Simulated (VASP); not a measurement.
A run of VASP 6.6.1 is set up as follows.

The input INCAR:

```
SYSTEM = B
PREC = Accurate
ENCUT = 500
EDIFF = 1E-6
ISMEAR = -1
SIGMA = 0.1
LREAL = .False.
LASPH = .True.
NELM = 120
ALGO = Normal
ISIF = 2
LWAVE = .False.
LCHARG = .False.
GGA = RP
NBANDS = 22
GGA_COMPAT = .False.
```

The input KPOINTS:

```
regular mesh
0
Gamma
  7 7 7
  0 0 0
```

POSCAR

```
B
1.0
    3.6843273059      0.0000000000      0.0000000000
    0.0000000000      3.6843273059      0.0000000000
    0.0000000000      0.0000000000      3.6843273059
B
8
Direct
    1.0000000000      1.0000000000      1.0000000000
    0.5000000000      0.5000000000      0.5000000000
    0.2500000000      1.0000000000      0.5000000000
    0.7500000000      0.0000000000      0.5000000000
    0.5000000000      0.2500000000      0.0000000000
    0.5000000000      0.7500000000      1.0000000000
    0.0000000000      0.5000000000      0.2500000000
    0.0000000000      0.5000000000      0.7500000000
```

Potentials or basis: VASP PAW PBE potentials, release 64 (B).

Launch:

```console
$ cat potpaw_PBE.64/B/POTCAR > POTCAR
$ mpirun -np 1 vasp_std > vasp.out
```

Problem. What does it give for the band gap on the k mesh?

Solution. Zero (band 12 reaches 13.13 eV, above the bottom of band 13 at 9.34 eV).

Problem. Estimate the pressure.

Solution. -0.2 GPa.

Caveat: the PAW data sets were made with another functional, which shifts forces and pressure a little.
